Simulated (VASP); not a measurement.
# SnO2 (P4_2/mnm) in VASP: single point with PBEsol

Aim: the single point of SnO2 with PBEsol.

All numbers are computed with VASP 6.6.1; they aren't measurements. Logs are shortened: lines on timing, memory, paths and dates and some standing lists are left out, and cuts for length are marked.

## Step 1: The cell of the first run

It takes space group P4_2/mnm (No. 136, tetragonal). The conventional cell has a = 4.742 Å, b = 4.742 Å, c = 3.054 Å, α = 90.00°, β = 90.00°, γ = 90.00°. Sn (site symmetry mmm) has 6 O at 2.01 to 2.04 Å within 2.7 Å. Within 2.7 Å of O (site symmetry m2m) lie 3 Sn at 2.01 to 2.04 Å and 1 O at 2.62 Å.

## Step 2: Single point, PBEsol, non-collinear spin, zero start, spin-orbit coupling (11.44 Å³/atom)

Input file INCAR:

```
SYSTEM = SnO2
PREC     = Accurate       ! precision mode
ENCUT    = 520            ! plane-wave cutoff, eV
EDIFF    = 1E-6           ! SCF threshold, eV
ISMEAR   = 0              ! smearing method
SIGMA    = 0.05           ! smearing width, eV
LREAL    = .FALSE.        ! projectors in reciprocal space
LASPH    = .TRUE.         ! aspherical terms in the spheres
NELM     = 150            ! most SCF steps
ALGO     = Normal         ! electronic algorithm
ISIF     = 2              ! what is computed and relaxed
LWAVE    = .FALSE.        ! write WAVECAR
LCHARG   = .FALSE.        ! write CHGCAR
LNONCOLLINEAR= .TRUE.         ! non-collinear magnetism
MAGMOM   = 0 0 0 0 0 0 0 0 0 0 0 0 0 0 0 0 0 0 ! initial moments
LORBIT   = 11             ! projections on sites
LSORBIT  = .TRUE.         ! spin-orbit coupling
GGA_COMPAT= .FALSE.      
LORBMOM  = .TRUE.       
GGA      = PS             ! functional
NBANDS   = 68             ! bands
```

Input file KPOINTS:

```
Automatic mesh
0
G
  4 4 6
  0 0 0
```

Input file POSCAR:

```
SnO2
1.0
    4.7415274591      0.0000000000      0.0000000000
    0.0000000000      4.7415274591      0.0000000000
    0.0000000000      0.0000000000      3.0535676381
Sn O
2 4
Direct
    0.0000000000      0.0000000000      0.0000000000
    0.5000000000      0.5000000000      0.5000000000
    0.3049600000      0.3049600000      0.0000000000
    0.8049600000      0.1950400000      0.5000000000
    0.1950400000      0.8049600000      0.5000000000
    0.6950400000      0.6950400000      0.0000000000
```

Potentials or basis: VASP PAW PBE potentials, release 64 (Sn_d, O).

Launch:

```
$ cat potpaw_PBE.64/Sn_d/POTCAR potpaw_PBE.64/O/POTCAR > POTCAR
$ mpirun -np 1 vasp_ncl > vasp.out
```

OUTCAR:

```text
SYSTEM = SnO2
   PREC = Accurate
   ENCUT = 520
   EDIFF = 1E-6
   ISMEAR = 0
   LREAL = .FALSE.
   LASPH = .TRUE.
   NELM = 150
   ISIF = 2
   LNONCOLLINEAR = .TRUE.
   LORBIT = 11
   LSORBIT = .TRUE.
   GGA = PS

 ion  position               nearest neighbor table
   1  0.000  0.000  0.000-   4 2.01   5 2.01   4 2.01   5 2.01   3 2.04   6 2.04   2 3.68   2 3.68
                             2 3.68   2 3.68   2 3.68   2 3.68   2 3.68   2 3.68
   2  0.500  0.500  0.500-   3 2.01   6 2.01   3 2.01   6 2.01   5 2.04   4 2.04   1 3.68   1 3.68
                             1 3.68   1 3.68   1 3.68   1 3.68   1 3.68   1 3.68
   3  0.305  0.305  0.000-   2 2.01   2 2.01   1 2.04
   4  0.805  0.195  0.500-   1 2.01   1 2.01   2 2.04
   5  0.195  0.805  0.500-   1 2.01   1 2.01   2 2.04
   6  0.695  0.695  0.000-   2 2.01   2 2.01   1 2.04

  LATTYP: Found a simple tetragonal cell.
 ALAT       =     4.7415274591
 C/A-ratio  =     0.6440050521

  Lattice vectors:

 A1 = (   4.7415274591,   0.0000000000,   0.0000000000)
 A2 = (   0.0000000000,   4.7415274591,   0.0000000000)
 A3 = (   0.0000000000,   0.0000000000,   3.0535676381)

Analysis of symmetry for initial positions (statically):
=====================================================================
 Subroutine PRICEL returns:
 Original cell was already a primitive cell.

 Routine SETGRP: Setting up the symmetry group for a
 simple tetragonal supercell.

 Subroutine GETGRP returns: Found 16 space group operations
 (whereof  8 operations were pure point group operations)
 out of a pool of 16 trial point group operations.

The static configuration has the point symmetry D_2h.
 The point group associated with its full space group is D_4h.

Analysis of symmetry for dynamics (positions and initial velocities):
=====================================================================
 Subroutine PRICEL returns:
 Original cell was already a primitive cell.

 Routine SETGRP: Setting up the symmetry group for a
 simple tetragonal supercell.

 Subroutine GETGRP returns: Found 16 space group operations
 (whereof  8 operations were pure point group operations)
 out of a pool of 16 trial point group operations.

The dynamic configuration has the point symmetry D_2h.
 The point group associated with its full space group is D_4h.

Analysis of structural, dynamic, and magnetic symmetry:
=====================================================================
 Subroutine PRICEL returns:
 Original cell was already a primitive cell.

 Routine SETGRP: Setting up the symmetry group for a
 simple tetragonal supercell.

 Subroutine GETGRP returns: Found 16 space group operations
 (whereof  8 operations were pure point group operations)
 out of a pool of 16 trial point group operations.

The overall configuration has the point symmetry D_2h.
 The point group associated with its full space group is D_4h.

 Subroutine INISYM returns: Found 16 space group operations
 (whereof  8 operations are pure point group operations),
 and found     1 'primitive' translations

----------------------------------------------------------------------------------------

                                     Primitive cell

  volume of cell :      68.6506

  direct lattice vectors                    reciprocal lattice vectors
     4.741527459  0.000000000  0.000000000     0.210902501  0.000000000  0.000000000
     0.000000000  4.741527459  0.000000000     0.000000000  0.210902501  0.000000000
     0.000000000  0.000000000  3.053567638     0.000000000  0.000000000  0.327485787

  length of vectors
     4.741527459  4.741527459  3.053567638     0.210902501  0.210902501  0.327485787

  position of ions in fractional coordinates (direct lattice)
     0.000000000  0.000000000  0.000000000
     0.500000000  0.500000000  0.500000000
     0.304960000  0.304960000  0.000000000
     0.804960000  0.195040000  0.500000000
     0.195040000  0.804960000  0.500000000
     0.695040000  0.695040000  0.000000000

  ion indices of the primitive-cell ions
   primitive index   ion index
                 1           1
[... 142 lines left out ...]
      4     -14.1592      1.00000
      5     -13.9116      1.00000
      6     -13.9116      1.00000
[... 1597 lines left out ...]
     63      17.8626      0.00000
     64      17.8626      0.00000
 [bands above 64 left out]

------------------------ aborting loop because EDIFF is reached ----------------------------------------

  FORCE on cell =-STRESS in cart. coord.  units (eV):
  Direction    XX          YY          ZZ          XY          YZ          ZX
  --------------------------------------------------------------------------------------
  -------------------------------------------------------------------------------------
  Total        5.0858869      5.0858869     11.9292927      0.0000000      0.0000000      0.0000000
  in kB      118.6952101    118.6952101    278.4076676      0.0000000      0.0000000      0.0000000
  external PRESSURE =     171.9326959 kB  Pullay stress =       0.0000000 kB

 VOLUME and BASIS-vectors are now :
 -----------------------------------------------------------------------------
  energy-cutoff  :      520.00
  volume of cell :       68.65
      direct lattice vectors                 reciprocal lattice vectors
     4.741527459  0.000000000  0.000000000     0.210902501  0.000000000  0.000000000
     0.000000000  4.741527459  0.000000000     0.000000000  0.210902501  0.000000000
     0.000000000  0.000000000  3.053567638     0.000000000  0.000000000  0.327485787

 POSITION                                       TOTAL-FORCE (eV/Angst)
 -----------------------------------------------------------------------------------
      0.00000      0.00000      0.00000         0.000000     -0.000000     -0.000000
      2.37076      2.37076      1.52678         0.000000     -0.000000     -0.000000
      1.44598      1.44598      0.00000        -0.226417     -0.226417      0.000000
      3.81674      0.92479      1.52678        -0.226417      0.226417      0.000000
      0.92479      3.81674      1.52678         0.226417     -0.226417     -0.000000
      3.29555      3.29555      0.00000         0.226417      0.226417     -0.000000
 -----------------------------------------------------------------------------------
    total drift:                                0.000000      0.000000      0.000000

  FREE ENERGIE OF THE ION-ELECTRON SYSTEM (eV)
  ---------------------------------------------------
  free  energy   TOTEN  =       -39.4099455836 eV

  energy  without entropy=      -39.4099455836  energy(sigma->0) =      -39.40994558

 orbital moment (x)

 # of ion     p       d       tot
 ----------------------------------------
  1         0.000   0.000   0.000
  2         0.000   0.000   0.000
  3         0.000   0.000   0.000
  4         0.000   0.000   0.000
  5         0.000   0.000   0.000
  6         0.000   0.000   0.000
 ----------------------------------------
            0.000   0.000   0.000

 orbital moment (y)

 # of ion     p       d       tot
 ----------------------------------------
  1         0.000   0.000   0.000
  2         0.000   0.000   0.000
  3        -0.000   0.000  -0.000
  4         0.000   0.000   0.000
  5         0.000   0.000   0.000
  6        -0.000   0.000  -0.000
 ----------------------------------------
           -0.000   0.000  -0.000

 orbital moment (z)

 # of ion     p       d       tot
 ----------------------------------------
  1        -0.000   0.000  -0.000
  2         0.000   0.000   0.000
  3         0.000   0.000   0.000
  4         0.000   0.000   0.000
  5         0.000   0.000   0.000
  6         0.000   0.000   0.000
 ----------------------------------------
           -0.000   0.000  -0.000

 Spin-Orbit-Coupling matrix elements

 Ion:    1  E_soc:     -0.0752871
 l=   1
     0.0000000    -0.0068623    -0.0066798
    -0.0068623     0.0000000    -0.0068623
    -0.0066798    -0.0068623     0.0000000
 l=   2
     0.0000000    -0.0011201     0.0000000    -0.0011201    -0.0046120
    -0.0011201     0.0000000    -0.0034597    -0.0011365    -0.0011655
     0.0000000    -0.0034597     0.0000000    -0.0034597     0.0000000
    -0.0011201    -0.0011365    -0.0034597     0.0000000    -0.0011655
    -0.0046120    -0.0011655     0.0000000    -0.0011655     0.0000000
 l=   3
     0.0000000     0.0000000     0.0000000     0.0000000     0.0000000     0.0000000     0.0000000
     0.0000000     0.0000000     0.0000000     0.0000000     0.0000000     0.0000000     0.0000000
     0.0000000     0.0000000     0.0000000     0.0000000     0.0000000     0.0000000     0.0000000
     0.0000000     0.0000000     0.0000000     0.0000000     0.0000000     0.0000000     0.0000000
[... 89 lines left out ...]
 l=   2
     0.0000000     0.0000000     0.0000000     0.0000000     0.0000000
     0.0000000     0.0000000     0.0000000     0.0000000     0.0000000
     0.0000000     0.0000000     0.0000000     0.0000000     0.0000000
     0.0000000     0.0000000     0.0000000     0.0000000     0.0000000
     0.0000000     0.0000000     0.0000000     0.0000000     0.0000000
 l=   3
     0.0000000     0.0000000     0.0000000     0.0000000     0.0000000     0.0000000     0.0000000
     0.0000000     0.0000000     0.0000000     0.0000000     0.0000000     0.0000000     0.0000000
     0.0000000     0.0000000     0.0000000     0.0000000     0.0000000     0.0000000     0.0000000
     0.0000000     0.0000000     0.0000000     0.0000000     0.0000000     0.0000000     0.0000000
     0.0000000     0.0000000     0.0000000     0.0000000     0.0000000     0.0000000     0.0000000
     0.0000000     0.0000000     0.0000000     0.0000000     0.0000000     0.0000000     0.0000000
     0.0000000     0.0000000     0.0000000     0.0000000     0.0000000     0.0000000     0.0000000

 total charge

# of ion       s       p       d       tot
------------------------------------------
    1        0.891   1.194  10.458  12.543
    2        0.891   1.194  10.458  12.543
    3        1.556   3.532   0.000   5.088
    4        1.556   3.532   0.000   5.088
    5        1.556   3.532   0.000   5.088
    6        1.556   3.532   0.000   5.088
--------------------------------------------------
tot          8.006  16.517  20.915  45.438

 magnetization (x)

# of ion       s       p       d       tot
------------------------------------------
    1        0.000   0.000   0.000   0.000
    2        0.000   0.000   0.000   0.000
    3        0.000   0.000   0.000   0.000
    4        0.000   0.000   0.000   0.000
    5        0.000   0.000   0.000   0.000
    6        0.000   0.000   0.000   0.000
--------------------------------------------------
tot          0.000   0.000   0.000   0.000

 magnetization (y)

# of ion       s       p       d       tot
------------------------------------------
    1        0.000   0.000   0.000   0.000
    2        0.000   0.000   0.000   0.000
    3        0.000   0.000   0.000   0.000
    4        0.000   0.000   0.000   0.000
    5        0.000   0.000   0.000   0.000
    6        0.000   0.000   0.000   0.000
--------------------------------------------------
tot          0.000   0.000   0.000   0.000

 magnetization (z)

# of ion       s       p       d       tot
------------------------------------------
    1        0.000  -0.000  -0.000  -0.000
    2        0.000   0.000   0.000   0.000
    3        0.000   0.000   0.000   0.000
    4        0.000   0.000   0.000   0.000
    5        0.000   0.000   0.000   0.000
    6        0.000   0.000   0.000   0.000
--------------------------------------------------
tot          0.000  -0.000  -0.000   0.000
```

It took 6.3 min on 1 thread of Oxide Virtual Turin-like, shared host; peak memory 0.34 GiB.

What came out:

| Property | Result |
| --- | --- |
| Free energy | -39.4099 eV |
| Pressure | 17.2 GPa |
| Largest force | 0.320 eV/Å |
| Net moment | 0.00 μB per cell |
| Valence electrons inside the program's atomic spheres | Sn 12.54; O 5.09 |

Forces on the atoms (eV/Å):
```
Sn   0.000  0.000  0.000
Sn   0.000  0.000  0.000
O   -0.226 -0.226  0.000
O   -0.226  0.226  0.000
O    0.226 -0.226  0.000
O    0.226  0.226  0.000
```

Moments on the atoms (μB; x, y, z):
```
Sn  0.00 0.00 0.00
Sn  0.00 0.00 0.00
O   0.00 0.00 0.00
O   0.00 0.00 0.00
O   0.00 0.00 0.00
O   0.00 0.00 0.00
```

Caveat: the stress differs along the axes, from 12 to 28 GPa; the PAW data sets were made with another functional, which shifts forces and pressure a little.
